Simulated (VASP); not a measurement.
# C (P6_3mc) in VASP: a series of runs

The runs below take C through single point, with PBE.

All numbers are computed with VASP 6.6.1; they aren't measurements. Logs are shortened: lines on timing, memory, paths and dates and some standing lists are left out, and cuts for length are marked.

### Step 1. The cell of the first run

The typed cell holds 12 atoms: a = 2.467 Å, b = 2.467 Å, c = 28.994 Å, α = 90.00°, β = 90.00°, γ = 120.00°.

### Step 2. Single point, PBE

Contents of INCAR:

```
SYSTEM = C
PREC = Accurate
ENCUT = 520
EDIFF = 1E-6
ISMEAR = 0
SIGMA = 0.1
LREAL = .FALSE.
LASPH = .TRUE.
NELM = 100
ALGO = Normal
ISIF = 2
LWAVE = .FALSE.
LCHARG = .FALSE.
GGA = PE
NBANDS = 36
```

Contents of KPOINTS:

```
Automatic mesh
0
G
  18 18 2
  0 0 0
```

Contents of POSCAR:

```
C
1.0
    2.4665760662      0.0000000000      0.0000000000
   -1.2332880331      2.1361175337      0.0000000000
    0.0000000000      0.0000000000     28.9944074141
C
12
Direct
    0.6666666667      0.3333333333      0.9633046900
    0.6666666667      0.3333333333      0.4633053611
    0.6666666667      0.3333333333      0.7679576237
    0.6666666667      0.3333333333      0.2679576625
    0.0000000000      0.0000000000      0.6157376426
    0.3333333333      0.6666666667      0.2679576237
    0.0000000000      0.0000000000      0.1157376426
    0.6666666667      0.3333333333      0.6157370101
    0.3333333333      0.6666666667      0.7679576625
    0.3333333333      0.6666666667      0.1157370101
    0.3333333333      0.6666666667      0.4633046900
    0.3333333333      0.6666666667      0.9633053611
```

Potentials or basis: VASP PAW PBE potentials, release 64 (C).

Launch:

```console
$ cat potpaw_PBE.64/C/POTCAR > POTCAR
$ mpirun -np 1 vasp_std > vasp.out
```

OUTCAR:

```text
SYSTEM = C
   PREC = Accurate
   ENCUT = 520
   EDIFF = 1E-6
   ISMEAR = 0
   LREAL = .FALSE.
   LASPH = .TRUE.
   NELM = 100
   ISIF = 2
   GGA = PE

 ion  position               nearest neighbor table
   1  0.667  0.333  0.963-  12 1.42  12 1.42  12 1.42
   2  0.667  0.333  0.463-  11 1.42  11 1.42  11 1.42
   3  0.667  0.333  0.768-   9 1.42   9 1.42   9 1.42
   4  0.667  0.333  0.268-   6 1.42   6 1.42   6 1.42
   5  0.000  0.000  0.616-   8 1.42   8 1.42   8 1.42
   6  0.333  0.667  0.268-   4 1.42   4 1.42   4 1.42
   7  0.000  0.000  0.116-  10 1.42  10 1.42  10 1.42
   8  0.667  0.333  0.616-   5 1.42   5 1.42   5 1.42
   9  0.333  0.667  0.768-   3 1.42   3 1.42   3 1.42
  10  0.333  0.667  0.116-   7 1.42   7 1.42   7 1.42
  11  0.333  0.667  0.463-   2 1.42   2 1.42   2 1.42
  12  0.333  0.667  0.963-   1 1.42   1 1.42   1 1.42

  LATTYP: Found a hexagonal cell.
 ALAT       =     2.4665760662
 C/A-ratio  =    11.7549212495

  Lattice vectors:

 A1 = (   2.4665760662,   0.0000000000,   0.0000000000)
 A2 = (  -1.2332880331,   2.1361175337,   0.0000000000)
 A3 = (   0.0000000000,   0.0000000000,  28.9944074141)

Analysis of symmetry for initial positions (statically):
=====================================================================
 Subroutine PRICEL returns:
 Original cell was already a primitive cell.

 Routine SETGRP: Setting up the symmetry group for a
 hexagonal supercell.

 Subroutine GETGRP returns: Found 12 space group operations
 (whereof  6 operations were pure point group operations)
 out of a pool of 24 trial point group operations.

The static configuration has the point symmetry C_3v.
 The point group associated with its full space group is C_6v.

Analysis of symmetry for dynamics (positions and initial velocities):
=====================================================================
 Subroutine PRICEL returns:
 Original cell was already a primitive cell.

 Routine SETGRP: Setting up the symmetry group for a
 hexagonal supercell.

 Subroutine GETGRP returns: Found 12 space group operations
 (whereof  6 operations were pure point group operations)
 out of a pool of 24 trial point group operations.

The dynamic configuration has the point symmetry C_3v.
 The point group associated with its full space group is C_6v.

 Subroutine INISYM returns: Found 12 space group operations
 (whereof  6 operations are pure point group operations),
 and found     1 'primitive' translations

----------------------------------------------------------------------------------------

                                     Primitive cell

  volume of cell :     152.7685

  direct lattice vectors                    reciprocal lattice vectors
     2.466576066  0.000000000  0.000000000     0.405420296  0.234069517  0.000000000
    -1.233288033  2.136117534  0.000000000     0.000000000  0.468139035  0.000000000
     0.000000000  0.000000000 28.994407414     0.000000000  0.000000000  0.034489410

  length of vectors
     2.466576066  2.466576066 28.994407414     0.468139035  0.468139035  0.034489410

  position of ions in fractional coordinates (direct lattice)
     0.666666667  0.333333333  0.963304690
     0.666666667  0.333333333  0.463305361
     0.666666667  0.333333333  0.767957624
     0.666666667  0.333333333  0.267957663
     0.000000000  0.000000000  0.615737643
     0.333333333  0.666666667  0.267957624
     0.000000000  0.000000000  0.115737643
     0.666666667  0.333333333  0.615737010
     0.333333333  0.666666667  0.767957663
     0.333333333  0.666666667  0.115737010
     0.333333333  0.666666667  0.463304690
     0.333333333  0.666666667  0.963305361

  ion indices of the primitive-cell ions
   primitive index   ion index
                 1           1
                 2           2
                 3           3
                 4           4
                 5           5
                 6           6
                 7           7
                 8           8
                 9           9
                10          10
                11          11
                12          12

----------------------------------------------------------------------------------------

 KPOINTS: Automatic mesh

Automatic generation of k-mesh.
 Grid dimensions read from file:
 generate k-points for:   18   18    2

 Generating k-lattice:

  Cartesian coordinates                     Fractional coordinates (reciprocal lattice)
     0.022523350  0.013003862  0.000000000     0.055555556  0.000000000  0.000000000
     0.000000000  0.026007724  0.000000000     0.000000000  0.055555556  0.000000000
     0.000000000  0.000000000  0.017244705     0.000000000  0.000000000  0.500000000

  Length of vectors
     0.026007724  0.026007724  0.017244705

  Shift w.r.t. Gamma in fractional coordinates (k-lattice)
     0.000000000  0.000000000  0.000000000

 Subroutine IBZKPT returns following result:
 ===========================================

 Found     74 irreducible k-points:

 Following reciprocal coordinates:
            Coordinates               Weight
  0.000000  0.000000  0.000000      1.000000
  0.055556 -0.000000  0.000000      6.000000
  0.111111 -0.000000  0.000000      6.000000
  0.166667 -0.000000  0.000000      6.000000
  0.222222  0.000000  0.000000      6.000000
  0.277778 -0.000000  0.000000      6.000000
[... 16 lines left out ...]
  0.333333  0.111111  0.000000     12.000000
  0.388889  0.111111  0.000000     12.000000
 [... further k-points ...]
   k-points           NKPTS =     74   k-points in BZ     NKDIM =     74   number of bands    NBANDS=     36
   number of dos      NEDOS =    301   number of ions     NIONS =     12
   total plane-waves  NPLWV =  69984
   dimension x,y,z NGX =    18 NGY =   18 NGZ =  216
   dimension x,y,z NGXF=    36 NGYF=   36 NGZF=  432
   ions per type =              12
   NGX,Y,Z   is equivalent  to a cutoff of  12.13, 12.13, 12.38 a.u.
   NGXF,Y,Z  is equivalent  to a cutoff of  24.26, 24.26, 24.77 a.u.
 SYSTEM =  C
   PREC   = accura    normal or accurate (medium, high low for compatibility)
   ISTART =      0    job   : 0-new  1-cont  2-samecut
   ICHARG =      2    charge: 1-file 2-atom 10-const
   ISPIN  =      1    spin polarized calculation?
   LNONCOLLINEAR =      F non collinear calculations
   LSORBIT =      F    spin-orbit coupling
   LASPH  =      T    aspherical Exc in radial PAW
   ENCUT  =  520.0 eV  38.22 Ry    6.18 a.u.   4.59  4.59 53.91*2*pi/ulx,y,z
   NELM   =    100;   NELMIN=  2; NELMDL= -5     # of ELM steps
   EDIFF  = 0.1E-05   stopping-criterion for ELM
   LREAL  =      F    real-space projection
   EDIFFG = 0.1E-04   stopping-criterion for IOM
   NSW    =      0    number of steps for IOM
   IBRION =     -1    ionic relax: 0-MD 1-quasi-New 2-CG
   NFREE  =      0    steps in history (QN), initial steepest desc. (CG)
   ISIF   =      2    stress and relaxation
   ISYM   =      2    0-nonsym 1-usesym 2-fastsym
   POTIM  = 0.5000    time-step for ionic-motion
   TEBEG  =    0.0;   TEEND  =   0.0 temperature during run
   PSTRESS=    0.0 pullay stress
   NELECT =      48.0000    total number of electrons
   NUPDOWN=      -1.0000    fix difference up-down
   EMIN   =  10.00;   EMAX   =-10.00  energy-range for DOS
   EFERMI =   0.00;   METHOD = LEGACY
   ISMEAR =     0;   SIGMA  =   0.10  broadening in eV -4-tet -1-fermi 0-gaus
   EFERMI_NEDOS =   21; number of points for ismear=-14 and -15
   IALGO  =     38    algorithm
   IMIX   =      4    mixing-type and parameters
     AMIX     =   0.40;   BMIX     =  1.00
     AMIX_MAG =   1.60;   BMIX_MAG =  1.00
  volume/ion in A,a.u.               =      12.73        85.91
  Fermi-wavevector in a.u.,A,eV,Ry     =   1.112954  2.103178 16.853087  1.238667
  Thomas-Fermi vector in A             =   2.249534
   LORBIT       =      0    0 simple, 1 ext, 2 COOP (PROOUT), +10 PAW based schemes
   GGA     = PE    functional components
   LHFCALC =     F    Hartree Fock is set to
   AEXX    =    0.0000 exact exchange contribution
   IVDW    =     0    specifies the selected vdW correction
   LEPSILON=     F    determine dielectric tensor
   LRPA    =     F    only Hartree local field effects (RPA)
 non-spin polarized calculation
 Gauss-broadening in eV      SIGMA  =   0.10
  energy-cutoff  :      520.00
  volume of cell :      152.77
 maximum number of plane-waves:      4178
   NGX =  9   NGY =  9   NGZ =107

 number of electron      47.9999983 magnetization

 Free energy of the ion-electron system (eV)
  ---------------------------------------------------
  ext. energy  EPLUGINS =         0.00000000
  ---------------------------------------------------
  free energy    TOTEN  =      -110.71030234 eV

  energy without entropy =     -110.70667476  energy(sigma->0) =     -110.70848855

 E-fermi :   1.9647     XC(G=0):  -7.9515

 val. band max:        1.9644764449   @ k =   0.3333   0.3333   0.0000
 cond. band min:       1.9648328990   @ k =   0.3333   0.3333   0.5000
 fundamental gap:      0.0003564541
 Fermi energy:         1.9646702411

 k-point     1 :       0.0000    0.0000    0.0000
  band No.  band energies     occupation
      1     -17.5599      2.00000
      2     -17.5595      2.00000
      3     -17.5516      2.00000
      4     -17.5510      2.00000
      5     -17.5422      2.00000
      6     -17.5418      2.00000
[... 28 lines left out ...]
     35      10.2670      0.00000
     36      10.2673      0.00000

 k-point     2 :       0.0556   -0.0000    0.0000
  band No.  band energies     occupation
      1     -17.4869      2.00000
      2     -17.4866      2.00000
      3     -17.4787      2.00000
      4     -17.4780      2.00000
      5     -17.4693      2.00000
      6     -17.4690      2.00000
[... 28 lines left out ...]
     35      10.3184      0.00000
     36      10.5739      0.00000

 k-point     3 :       0.1111   -0.0000    0.0000
  band No.  band energies     occupation
      1     -17.2684      2.00000
      2     -17.2680      2.00000
      3     -17.2603      2.00000
      4     -17.2596      2.00000
      5     -17.2511      2.00000
      6     -17.2508      2.00000
[... 28 lines left out ...]
     35      10.3488      0.00000
     36      10.3496      0.00000

 k-point     4 :       0.1667   -0.0000    0.0000
  band No.  band energies     occupation
      1     -16.9052      2.00000
      2     -16.9049      2.00000
      3     -16.8974      2.00000
      4     -16.8968      2.00000
      5     -16.8885      2.00000
      6     -16.8883      2.00000
[... 28 lines left out ...]
     35      10.2859      0.00000
     36      10.2873      0.00000

 k-point     5 :       0.2222    0.0000    0.0000
  band No.  band energies     occupation
      1     -16.3995      2.00000
      2     -16.3992      2.00000
      3     -16.3921      2.00000
      4     -16.3915      2.00000
      5     -16.3836      2.00000
      6     -16.3833      2.00000
[... 655 lines left out ...]
 k-point    22 :       0.2778    0.1111    0.0000
  band No.  band energies     occupation
      1     -14.7650      2.00000
      2     -14.7648      2.00000
      3     -14.7587      2.00000
      4     -14.7582      2.00000
      5     -14.7513      2.00000
      6     -14.7511      2.00000
[... 28 lines left out ...]
     35      10.1238      0.00000
     36      10.8473      0.00000

 k-point    23 :       0.3333    0.1111    0.0000
  band No.  band energies     occupation
      1     -13.8660      2.00000
      2     -13.8657      2.00000
      3     -13.8602      2.00000
      4     -13.8598      2.00000
      5     -13.8534      2.00000
      6     -13.8532      2.00000
[... 28 lines left out ...]
     35      10.6825      0.00000
     36      10.6949      0.00000

 k-point    24 :       0.3889    0.1111    0.0000
  band No.  band energies     occupation
      1     -12.8752      2.00000
      2     -12.8750      2.00000
      3     -12.8703      2.00000
      4     -12.8699      2.00000
      5     -12.8643      2.00000
      6     -12.8641      2.00000
[... 28 lines left out ...]
     35      10.6080      0.00000
     36      10.6118      0.00000

 [... further k-points ...]
[... 5 lines left out ...]
  --------------------------------------------------------------------------------------
  -------------------------------------------------------------------------------------
  Total        0.4523893      0.4523893     -0.0877075      0.0000000      0.0000000     -0.0000000
  in kB        4.7444838      4.7444838     -0.9198423      0.0000000      0.0000000     -0.0000000
  external PRESSURE =       2.8563751 kB  Pullay stress =       0.0000000 kB

 VOLUME and BASIS-vectors are now :
 -----------------------------------------------------------------------------
  energy-cutoff  :      520.00
  volume of cell :      152.77
      direct lattice vectors                 reciprocal lattice vectors
     2.466576066  0.000000000  0.000000000     0.405420296  0.234069517  0.000000000
    -1.233288033  2.136117534  0.000000000     0.000000000  0.468139035  0.000000000
     0.000000000  0.000000000 28.994407414     0.000000000  0.000000000  0.034489410

 POSITION                                       TOTAL-FORCE (eV/Angst)
 -----------------------------------------------------------------------------------
      1.23329      0.71204     27.93045        -0.000000      0.000000     -0.000221
      1.23329      0.71204     13.43326         0.000000      0.000000      0.000179
      1.23329      0.71204     22.26648        -0.000000      0.000000     -0.000495
      1.23329      0.71204      7.76927         0.000000      0.000000      0.000543
      0.00000      0.00000     17.85295         0.000000     -0.000000     -0.000317
     -0.00000      1.42408      7.76927         0.000000     -0.000000     -0.000495
      0.00000      0.00000      3.35574        -0.000000      0.000000     -0.000317
      1.23329      0.71204     17.85293        -0.000000      0.000000      0.000311
     -0.00000      1.42408     22.26648        -0.000000     -0.000000      0.000543
     -0.00000      1.42408      3.35573         0.000000      0.000000      0.000311
     -0.00000      1.42408     13.43324         0.000000      0.000000     -0.000221
     -0.00000      1.42408     27.93047        -0.000000      0.000000      0.000179
 -----------------------------------------------------------------------------------
    total drift:                                0.000000      0.000000     -0.000193

  FREE ENERGIE OF THE ION-ELECTRON SYSTEM (eV)
  ---------------------------------------------------
  free  energy   TOTEN  =      -110.7103023398 eV

  energy  without entropy=     -110.7066747560  energy(sigma->0) =     -110.70848855
```

Run time: 3 min. Hardware: 1 thread of Intel Xeon 6975P-C (Granite Rapids), shared host; peak memory 0.41 GiB.

Results:

```yaml
Free_energy: -110.7103 eV
Pressure: 0.3 GPa
Band_gap_on_the_k_mesh: zero (filled and empty bands touch)
```

Caveat: this functional lacks dispersion, which binds the layers, so the pressure and a relaxed spacing across them are unreliable.

### Step 3. Single point, PBE (uniaxial strain along c: +1.0 %)

Contents of INCAR:

```
SYSTEM = C
PREC = Accurate
ENCUT = 520
EDIFF = 1E-6
ISMEAR = 0
SIGMA = 0.1
LREAL = .FALSE.
LASPH = .TRUE.
NELM = 80
ALGO = Normal
ISIF = 2
LWAVE = .FALSE.
LCHARG = .TRUE.
GGA = PE
LELF = .TRUE.
LVHAR = .TRUE.
NBANDS = 36
```

KPOINTS is that of step 2.

Changes to POSCAR since step 2:

```diff
@@ -2,5 +2,5 @@
 1.0
-    2.4665760662      0.0000000000      0.0000000000
-   -1.2332880331      2.1361175337      0.0000000000
-    0.0000000000      0.0000000000     28.9944074141
+    2.4604096260      0.0000000000      0.0000000000
+   -1.2302048130      2.1307772398      0.0000000000
+    0.0000000000      0.0000000000     29.2843514882
 C
```

Potentials or basis: VASP PAW PBE potentials, release 64 (C).

Launch:

```console
$ cat potpaw_PBE.64/C/POTCAR > POTCAR
$ mpirun -np 1 vasp_std > vasp.out
```

OUTCAR:

```text
SYSTEM = C
   PREC = Accurate
   ENCUT = 520
   EDIFF = 1E-6
   ISMEAR = 0
   LREAL = .FALSE.
   LASPH = .TRUE.
   NELM = 80
   ISIF = 2
   GGA = PE

 ion  position               nearest neighbor table
   1  0.667  0.333  0.963-  12 1.42  12 1.42  12 1.42
   2  0.667  0.333  0.463-  11 1.42  11 1.42  11 1.42
   3  0.667  0.333  0.768-   9 1.42   9 1.42   9 1.42
   4  0.667  0.333  0.268-   6 1.42   6 1.42   6 1.42
   5  0.000  0.000  0.616-   8 1.42   8 1.42   8 1.42
   6  0.333  0.667  0.268-   4 1.42   4 1.42   4 1.42
[... 1167 lines left out ...]

 VOLUME and BASIS-vectors are now :
 -----------------------------------------------------------------------------
  energy-cutoff  :      520.00
  volume of cell :      153.53
      direct lattice vectors                 reciprocal lattice vectors
     2.460409626  0.000000000  0.000000000     0.406436387  0.234656158  0.000000000
    -1.230204813  2.130777240  0.000000000     0.000000000  0.469312315  0.000000000
     0.000000000  0.000000000 29.284351488     0.000000000  0.000000000  0.034147931

 POSITION                                       TOTAL-FORCE (eV/Angst)
 -----------------------------------------------------------------------------------
      1.23020      0.71026     28.20975        -0.000000      0.000000      0.000028
      1.23020      0.71026     13.56760        -0.000000      0.000000      0.000278
      1.23020      0.71026     22.48914        -0.000000     -0.000000     -0.000529
      1.23020      0.71026      7.84697        -0.000000      0.000000      0.000379
      0.00000      0.00000     18.03148         0.000000     -0.000000     -0.000392
     -0.00000      1.42052      7.84697         0.000000      0.000000     -0.000529
      0.00000      0.00000      3.38930        -0.000000      0.000000     -0.000392
      1.23020      0.71026     18.03146         0.000000     -0.000000      0.000237
     -0.00000      1.42052     22.48914         0.000000     -0.000000      0.000379
     -0.00000      1.42052      3.38928        -0.000000     -0.000000      0.000237
     -0.00000      1.42052     13.56758         0.000000     -0.000000      0.000028
     -0.00000      1.42052     28.20977        -0.000000     -0.000000      0.000278
 -----------------------------------------------------------------------------------
    total drift:                                0.000000      0.000000     -0.000355

  FREE ENERGIE OF THE ION-ELECTRON SYSTEM (eV)
  ---------------------------------------------------
  free  energy   TOTEN  =      -110.7022754441 eV

  energy  without entropy=     -110.6985770786  energy(sigma->0) =     -110.70042626
```

stdout:

```text
POSCAR found type information on POSCAR C
 POSCAR found :  1 types and      12 ions
 scaLAPACK will be used
 LDA part: xc-table for (Slater+PW92), standard interpolation
 POSCAR, INCAR and KPOINTS ok, starting setup
 FFT: planning ... GRIDC
 FFT: planning ... GRID_SOFT
 FFT: planning ... GRID
 WAVECAR not read
 entering main loop
```

Run time: 3.1 min. Hardware: 1 thread of Intel Xeon 6975P-C (Granite Rapids), shared host; peak memory 0.42 GiB.

What came out:

- Free energy: -110.7023 eV
- Pressure: 1.7 GPa
- Band gap on the k mesh: zero (filled and empty bands touch)

Caveat: the cell differs from its parent crystal (uniaxial strain along c: +1.0 %); this functional lacks dispersion, which binds the layers, so the pressure and a relaxed spacing across them are unreliable.

[end of part 1 of 2]
